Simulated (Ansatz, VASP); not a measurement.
**Sn4SeS3: VASP beside Ansatz**

```xyz
8
Lattice="-2.9784 2.9784 5.9568 2.9784 -2.9784 5.9568 2.9784 2.9784 -5.9568" Properties=species:S:1:pos:R:3 pbc="T T T"
Sn    0.0000    0.0000    2.9784
Sn    2.9784    0.0000    0.0000
Sn    0.0000    0.0000    8.9352
Sn    0.0000    2.9784    0.0000
Se    0.0000    0.0000    5.9568
S     0.0000    0.0000    0.0000
S     0.0000    2.9784    2.9784
S     2.9784    0.0000    2.9784
```

Alike in both runs: task single point; functional PBE; k mesh 4 × 4 × 4; occupations gaussian, width 0.1 eV; no spin polarisation.

|  | VASP | Ansatz |
| --- | --- | --- |
| version | VASP 6.6.1 | Ansatz 0.2.0 |
| potentials or method | VASP PAW PBE potentials, release 64 (Sn_d, Se, S), cutoff 520 eV | scalar-relativistic, plane waves, PAW |
| valence electrons in the cell | 80 | 90 |

```tsv
	VASP	Ansatz	Ansatz less VASP
gap on the k mesh at the Fermi level (eV)	0.32	0.32	+0.001
least direct gap on the mesh (eV)	0.32	0.32	+0.001
pressure (GPa)	-1.4	-1.4	+0.04
traceless stress, the component that is largest in VASP (GPa)	-0.42	-0.43	-0.001
rms of the force components (eV/Å)	0.076	0.075	-0.0004
```

Atom by atom the forces differ by 0.000 eV/Å (rms over components). VASP's potentials hold 80 valence electrons a cell and Ansatz's 90, so a difference there can come from the potentials and not from the codes.
